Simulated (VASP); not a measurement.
# Ni (P6/mmm) in VASP: a series of runs

Runs on Ni. Level: PBEsol. Tasks: relaxation of cell and atoms, single point.

Program: VASP 6.6.1. These are calculated values, not measurements. Logs are shortened: lines on timing, memory, paths and dates and some standing lists are left out, and cuts for length are marked.

## 1. The cell of the first run

Symmetry: P6/mmm, No. 191, hexagonal system. Conventional cell: a = 2.377 Å, b = 2.377 Å, c = 2.234 Å, α = 90.00°, β = 90.00°, γ = 120.00°. Ni (site symmetry 6/mmm) has 8 Ni at 2.23 to 2.38 Å within 3.0 Å.

## 2. Relaxation of cell and atoms, PBEsol, collinear spin, ferromagnetic start, target pressure -2.2 GPa, at which the enthalpy is minimised

File INCAR:

```
SYSTEM = Ni
PREC = Accurate ; ENCUT = 600
EDIFF = 1E-7 ; ISMEAR = -1
SIGMA = 0.1 ; LREAL = .FALSE.
LASPH = .TRUE. ; NELM = 150
ALGO = Normal ; ISIF = 3
LWAVE = .FALSE. ; LCHARG = .FALSE.
ISPIN = 2 ; MAGMOM = 1
LORBIT = 11 ; LMAXMIX = 4
GGA = PS ; IBRION = 2
NSW = 60 ; EDIFFG = -0.005
PSTRESS = -22.0
```

File KPOINTS:

```
regular mesh
0
G
  18 18 17
  0 0 0
```

File POSCAR:

```
Ni
1.0
    2.3768958105      0.0000000000      0.0000000000
   -1.1884479053      2.0584521541      0.0000000000
    0.0000000000      0.0000000000      2.2342820619
Ni
1
Direct
    0.0000000000      0.0000000000      0.0000000000
```

Potentials or basis: VASP PAW PBE potentials, release 64 (Ni).

On the command line:

```console
$ cat potpaw_PBE.64/Ni/POTCAR > POTCAR
$ mpirun -np 1 vasp_std > vasp.out
```

OUTCAR:

```text
SYSTEM = Ni
   PREC = Accurate
   ENCUT = 600
   EDIFF = 1E-7
   ISMEAR = -1
   LREAL = .FALSE.
   LASPH = .TRUE.
   NELM = 150
   ISIF = 3
   ISPIN = 2
   LORBIT = 11
   GGA = PS
   IBRION = 2
   NSW = 60
   EDIFFG = -0.005
   PSTRESS = -22.0

 ion  position               nearest neighbor table
   1  0.000  0.000  0.000-

  LATTYP: Found a hexagonal cell.
 ALAT       =     2.3768958105
 C/A-ratio  =     0.9400000000

  Lattice vectors:

 A1 = (   2.3768958105,   0.0000000000,   0.0000000000)
 A2 = (  -1.1884479053,   2.0584521541,   0.0000000000)
 A3 = (   0.0000000000,   0.0000000000,   2.2342820619)

Analysis of symmetry for initial positions (statically):
=====================================================================
 Subroutine PRICEL returns:
 Original cell was already a primitive cell.

 Routine SETGRP: Setting up the symmetry group for a
 hexagonal supercell.

 Subroutine GETGRP returns: Found 24 space group operations
 (whereof 24 operations were pure point group operations)
 out of a pool of 24 trial point group operations.

The static configuration has the point symmetry D_6h.

Analysis of symmetry for dynamics (positions and initial velocities):
=====================================================================
 Subroutine PRICEL returns:
 Original cell was already a primitive cell.

 Routine SETGRP: Setting up the symmetry group for a
 hexagonal supercell.

 Subroutine GETGRP returns: Found 24 space group operations
 (whereof 24 operations were pure point group operations)
 out of a pool of 24 trial point group operations.

The dynamic configuration has the point symmetry D_6h.

Analysis of structural, dynamic, and magnetic symmetry:
=====================================================================
 Subroutine PRICEL returns:
 Original cell was already a primitive cell.

 Routine SETGRP: Setting up the symmetry group for a
 hexagonal supercell.

 Subroutine GETGRP returns: Found 24 space group operations
 (whereof 24 operations were pure point group operations)
 out of a pool of 24 trial point group operations.

The overall configuration has the point symmetry D_6h.

 Subroutine INISYM returns: Found 24 space group operations
 (whereof 24 operations are pure point group operations),
 and found     1 'primitive' translations

----------------------------------------------------------------------------------------

                                     Primitive cell
[... 105 lines left out ...]
   EFERMI_NEDOS =   21; number of points for ismear=-14 and -15
   IALGO  =     38    algorithm
   IMIX   =      4    mixing-type and parameters
     AMIX     =   0.40;   BMIX     =  1.00
     AMIX_MAG =   1.60;   BMIX_MAG =  1.00
  volume/ion in A,a.u.               =      10.93        73.77
  Fermi-wavevector in a.u.,A,eV,Ry     =   1.589200  3.003152 34.362279  2.525556
  Thomas-Fermi vector in A             =   2.688086
   LORBIT       =     11    0 simple, 1 ext, 2 COOP (PROOUT), +10 PAW based schemes
   GGA     = PS    functional components
   LHFCALC =     F    Hartree Fock is set to
   AEXX    =    0.0000 exact exchange contribution
   IVDW    =     0    specifies the selected vdW correction
   LEPSILON=     F    determine dielectric tensor
   LRPA    =     F    only Hartree local field effects (RPA)
 conjugate gradient relaxation of ions
 spin polarized calculation
  energy-cutoff  :      600.00
  volume of cell :       10.93
 maximum number of plane-waves:       393
 NGX is ok and might be reduce to    20
   NGX =  9   NGY =  9   NGZ =  9

--------------------------------------- Ionic step        1  -------------------------------------------

 number of electron      10.0000000 magnetization       1.0000000

 number of electron       9.9999993 magnetization       0.3362913

 Free energy of the ion-electron system (eV)
  ---------------------------------------------------
  ext. energy  EPLUGINS =         0.00000000
  ---------------------------------------------------
  free energy    TOTEN  =        -5.71123917 eV

  energy without entropy =       -5.65086372  energy(sigma->0) =       -5.68105144

------------------------ aborting loop because EDIFF is reached ----------------------------------------

  FORCE on cell =-STRESS in cart. coord.  units (eV):
  Direction    XX          YY          ZZ          XY          YZ          ZX
  --------------------------------------------------------------------------------------
  -------------------------------------------------------------------------------------
  Total       -0.0037120     -0.0037120      1.0719334      0.0000000      0.0000000      0.0000000
  in kB       -0.5440380     -0.5440380    157.1047993      0.0000000      0.0000000      0.0000000
  external PRESSURE =      74.0055744 kB  Pullay stress =     -22.0000000 kB
[... 135 lines left out ...]
--------------------------------------- Ionic step        5  -------------------------------------------

 number of electron      10.0000008 magnetization       0.3805047

 Free energy of the ion-electron system (eV)
  ---------------------------------------------------
  ext. energy  EPLUGINS =         0.00000000
  ---------------------------------------------------
  free energy    TOTEN  =        -5.72648910 eV

  energy without entropy =       -5.66401290  energy(sigma->0) =       -5.69525100

 E-fermi :   8.5027     XC(G=0): -13.1207

 val. band max:        8.5024511651   @ k =   0.3333   0.2778   0.4118
 cond. band min:       8.5028253076   @ k =   0.2778   0.2778   0.3529
 fundamental gap:      0.0003741426
 Fermi energy:         8.5026745337

 spin component 1

 k-point     1 :       0.0000    0.0000    0.0000
  band No.  band energies     occupation
      1      -0.1288      1.00000
      2       4.7707      1.00000
      3       6.3966      1.00000
      4       6.3966      1.00000
      5       8.3311      0.84761
      6       8.3311      0.84761
      7      27.4904      0.00000
      8      32.5443      0.00000
      9      32.7065      0.00000
     10      35.7548      0.00000
[... 287 lines left out ...]
 k-point    24 :       0.3889    0.1111    0.0000
  band No.  band energies     occupation
      1       4.1982      1.00000
      2       5.3606      1.00000
      3       6.9192      1.00000
      4       7.2027      1.00000
      5       8.0056      0.99311
      6       9.5783      0.00002
      7      15.0000      0.00000
      8      23.0669      0.00000
      9      34.8478      0.00000
     10      35.3600      0.00000

 [... further k-points ...]

 spin component 2

 k-point     1 :       0.0000    0.0000    0.0000
  band No.  band energies     occupation
      1      -0.1166      1.00000
      2       5.0921      1.00000
      3       6.7962      1.00000
      4       6.7962      1.00000
      5       8.7789      0.05941
      6       8.7789      0.05941
      7      27.5280      0.00000
      8      32.4902      0.00000
      9      32.7871      0.00000
     10      35.8400      0.00000
[... 331 lines left out ...]
  energy  without entropy=       -5.6640128982  energy(sigma->0) =       -5.69525100

  enthalpy is  TOTEN    =        -5.8825876889 eV   P V=       -0.1560985840

 reached required accuracy - stopping structural energy minimisation

 total charge

# of ion       s       p       d       tot
------------------------------------------
    1        0.525   0.468   8.352   9.345

 magnetization (x)

# of ion       s       p       d       tot
------------------------------------------
    1       -0.003  -0.007   0.392   0.383
```

OSZICAR:

```text
N       E                     dE             d eps       ncg     rms          rms(c)
DAV:   1     0.294607244064E+02    0.29461E+02   -0.52555E+03 13506   0.143E+03
DAV:   2    -0.593219719004E+01   -0.35393E+02   -0.33743E+02 13444   0.182E+02
[... 61 lines left out ...]
DAV:   4    -0.572648859402E+01    0.40212E-04   -0.57577E-05 15224   0.688E-02    0.189E-02
DAV:   5    -0.572648745472E+01    0.11393E-05   -0.36491E-06 17732   0.205E-02    0.117E-02
DAV:   6    -0.572648798455E+01   -0.52983E-06   -0.32650E-06 14694   0.212E-02    0.634E-03
DAV:   7    -0.572648868659E+01   -0.70204E-06   -0.13825E-06 11986   0.149E-02    0.412E-03
DAV:   8    -0.572648901401E+01   -0.32742E-06   -0.86183E-07  9904   0.111E-02    0.233E-03
DAV:   9    -0.572648910492E+01   -0.90904E-07   -0.62488E-07  7716   0.987E-03
   5 F= -.58825877E+01 E0= -.58513496E+01  d E =-.275437E-03  mag=     0.3809
```

It took 2.5 min on 1 thread of Intel Xeon 6975P-C (Granite Rapids), shared host; peak memory 0.2 GiB.

What came out:

| Property | Result |
| --- | --- |
| Free energy | -5.7265 eV |
| Relaxed volume | 11.37 Å³/atom |
| Relaxed cell | a = 2.380 Å, b = 2.380 Å, c = 2.317 Å, α = 90.00°, β = 90.00°, γ = 120.00° |
| Space group after relaxing (to 0.05 Å) | P6/mmm (No. 191) |
| Energy change on relaxing (the enthalpy is what falls) | -15.2 meV/atom |
| Ionic steps | 5 |
| Pressure after relaxing | -2.2 GPa |
| Net moment | 0.38 μB per cell |
| Site moments | Ni +0.38 μB |
| Valence electrons inside the program's atomic spheres | Ni 9.35 |

Step by step:
```csv
step,energy change (eV),largest force (eV/Å),pressure (GPa),volume (Å³)
1,0.0000,0.0000,5.20,10.93
2,-0.0027,0.0000,-6.81,11.74
3,-0.0143,0.0000,-2.97,11.42
4,-0.0155,0.0000,-1.79,11.34
5,-0.0152,0.0000,-2.18,11.37
```

Final structure:
```xyz
1
Lattice="2.3804 0.0000 0.0000 -1.1902 2.0615 0.0000 0.0000 0.0000 2.3165" Properties=species:S:1:pos:R:3 pbc="T T T"
Ni    0.0000    0.0000    0.0000
```

Caveat: the cell is relaxed towards a set pressure, so the enthalpy falls and the energy may rise; the PAW data sets were made with another functional, which shifts forces and pressure a little.

## 3. Relaxation of cell and atoms, PBEsol, collinear spin, ferromagnetic start, target pressure -2.2 GPa, at which the enthalpy is minimised

This run uses another cell than the first one, of 11.38 Å³/atom, 1.041 times its volume.

File INCAR:

```
SYSTEM = Ni
PREC = Accurate
ENCUT = 600
EDIFF = 1E-6
ISMEAR = -1
SIGMA = 0.1
LREAL = .False.
LASPH = .True.
NELM = 150
ALGO = Normal
ISIF = 3
LWAVE = .False.
LCHARG = .False.
ISPIN = 2
MAGMOM = 1
LORBIT = 11
LMAXMIX = 4
GGA = PS
IBRION = 2
NSW = 32
EDIFFG = -0.005
PSTRESS = -22.0
```

File KPOINTS:

```
regular mesh
0
Gamma
  18 18 17
  0 0 0
```

File POSCAR:

```
Ni
1.0
    2.3809912302      0.0000000000      0.0000000000
   -1.1904956151      2.0619988915      0.0000000000
    0.0000000000      0.0000000000      2.3188707123
Ni
1
Direct
    0.0000000000      0.0000000000      0.0000000000
```

Potentials or basis: VASP PAW PBE potentials, release 64 (Ni).

On the command line:

```console
$ cat potpaw_PBE.64/Ni/POTCAR > POTCAR
$ mpirun -np 1 vasp_std > vasp.out
```

It took 74 s on 1 thread of Intel Xeon 6975P-C (Granite Rapids), shared host; peak memory 0.2 GiB.

Results (log left out):

- Free energy: -5.7268 eV
- Relaxed volume: 11.37 Å³/atom
- Relaxed cell: a = 2.380 Å, b = 2.380 Å, c = 2.316 Å, α = 90.00°, β = 90.00°, γ = 120.00°
- Space group after relaxing (to 0.05 Å): P6/mmm (No. 191)
- Energy change on relaxing (the enthalpy is what falls): -0.3 meV/atom
- Ionic steps: 3
- Pressure after relaxing: -2.2 GPa
- Net moment: 0.38 μB per cell
- Site moments: Ni +0.38 μB
- Valence electrons inside the program's atomic spheres: Ni 9.35

Step by step:
| step | energy change (eV) | largest force (eV/Å) | pressure (GPa) | volume (Å³) |
| --- | --- | --- | --- | --- |
| 1 | 0.0000 | 0.0000 | -2.40 | 11.38 |
| 2 | -0.0003 | 0.0000 | -2.14 | 11.36 |
| 3 | -0.0003 | 0.0000 | -2.16 | 11.37 |

Final structure:
```yaml
crystal:
  lattice:
    - [2.38034, 0.00000, 0.00000]
    - [-1.19017, 2.06143, 0.00000]
    - [0.00000, 0.00000, 2.31646]
  atoms:
    - { symbol: Ni, position: [0.00000, 0.00000, 0.00000] }
```

Levels at points of the mesh, in eV from the Fermi level:
Spin up:
| k point | band 2 | band 3 | band 4 | band 5 | band 6 | band 7 | band 8 | band 9 |
| --- | --- | --- | --- | --- | --- | --- | --- | --- |
| (0.00, 0.00, 0.00) | -3.73 | -2.11 | -2.11 | -0.17 | -0.17 | 18.99 | 24.04 | 24.21 |
| (0.50, 0.00, 0.00) | -3.13 | -1.38 | -0.41 | -0.18 | -0.03 | 5.64 | 17.49 | 23.17 |
Spin down:
| k point | band 3 | band 4 | band 5 | band 6 | band 7 | band 8 |
| --- | --- | --- | --- | --- | --- | --- |
| (0.00, 0.00, 0.00) | -1.71 | -1.71 | 0.28 | 0.28 | 19.03 | 23.99 |
| (0.50, 0.00, 0.00) | -0.97 | -0.19 | 0.03 | 0.42 | 5.87 | 17.53 |

Caveat: the cell is relaxed towards a set pressure, so the enthalpy falls and the energy may rise; the PAW data sets were made with another functional, which shifts forces and pressure a little.

(Part 1 of 2 ends here.)
